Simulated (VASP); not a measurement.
Wanted: the native input for a VASP 6.6.1 run.

* Task: single point
* Functional: PBEsol
* Potentials or basis: VASP PAW PBE potentials, release 64 (Pt_sv_GW, F)
* Cutoff: 600 eV
* k mesh: 6 × 6 × 10
* Occupations: gaussian, width 0.02 eV
* Spin: no spin polarisation
* Dipole correction: no
* Further INCAR settings: ALGO = Normal; EDIFF = 1e-06; NBANDS = 23

The structure of PtF2 lies in POSCAR:

```
PtF2
1.0
    2.9572437471     -3.4322621101      0.0000000000
    2.9572437471      3.4322621101      0.0000000000
    0.0000000000      0.0000000000      3.1120110748
Pt F
1 2
Direct
    0.5000000000      0.5000000000      0.5000000000
    0.7178514014      0.7178514014      0.0000000000
    0.2821485986      0.2821485986      0.0000000000
```

These files were run (other wordings do the same):

INCAR

```
PREC = Accurate ; ENCUT = 600
EDIFF = 1E-6 ; ISMEAR = 0
SIGMA = 0.02 ; LREAL = F
LASPH = T ; NELM = 120
ALGO = Normal ; ISIF = 2
LWAVE = F ; LCHARG = T
GGA = PS ; LELF = T
LVHAR = T ; NBANDS = 23
GGA_COMPAT = F
```

KPOINTS

```
regular mesh
0
Gamma
  6 6 10
```

Potentials or basis: VASP PAW PBE potentials, release 64 (Pt_sv_GW, F).

Launch:

```sh
$ cat potpaw_PBE.64/Pt_sv_GW/POTCAR potpaw_PBE.64/F/POTCAR > POTCAR
$ mpirun -np 1 vasp_std > vasp.out
```

It gave:

```json
{
 "Pressure": "-3.2 GPa",
 "Largest force": "0.429 eV/Å",
 "Band gap on the k mesh": "1.17 eV (least direct gap 1.30 eV)"
}
```

Caveat: the cell stands under tension; the PAW data sets were made with another functional, which shifts forces and pressure a little; spin-orbit coupling is left out, which moves the levels of the heavy elements.

It took 61 s on 1 thread of AMD EPYC 9R45 96-Core Processor (Zen 5), on a shared host, peak memory 0.25 GiB.
